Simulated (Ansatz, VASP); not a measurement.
P in VASP and in Ansatz

```
P
1.0
     3.34300    0.00000    0.00000
    -1.67150    2.89512    0.00000
     0.00000    0.00000   28.00000
P
2
Cartesian
  0.0000 1.9301 14.5245
  1.6715 0.9650 13.4755
```

Alike in both runs: task single point; functional r2SCAN; k mesh 9 × 9 × 1; occupations gaussian, width 0.02 eV; no spin polarisation.

```csv
,VASP,Ansatz
version,VASP 6.6.1,Ansatz 0.2.0
potentials or method,"VASP PAW PBE potentials, release 64 (P), cutoff 520 eV","scalar-relativistic, plane waves, PAW"
valence electrons in the cell,10,10
```

|  | VASP | Ansatz | Ansatz less VASP |
| --- | --- | --- | --- |
| gap on the k mesh at the Fermi level (eV) | 0.97 | 0.92 | -0.055 |
| least direct gap on the mesh (eV) | 1.63 | 1.58 | -0.051 |
| rms of the force components (eV/Å) | 1.406 | 1.486 | +0.0799 |

VASP's potentials were made for PBE, not for r2SCAN. Atom by atom the forces differ by 0.080 eV/Å (rms over components). With one functional, cell and mesh, what is left measures potentials, basis and numerics. Ansatz's warnings: xc potential rough in thin density.
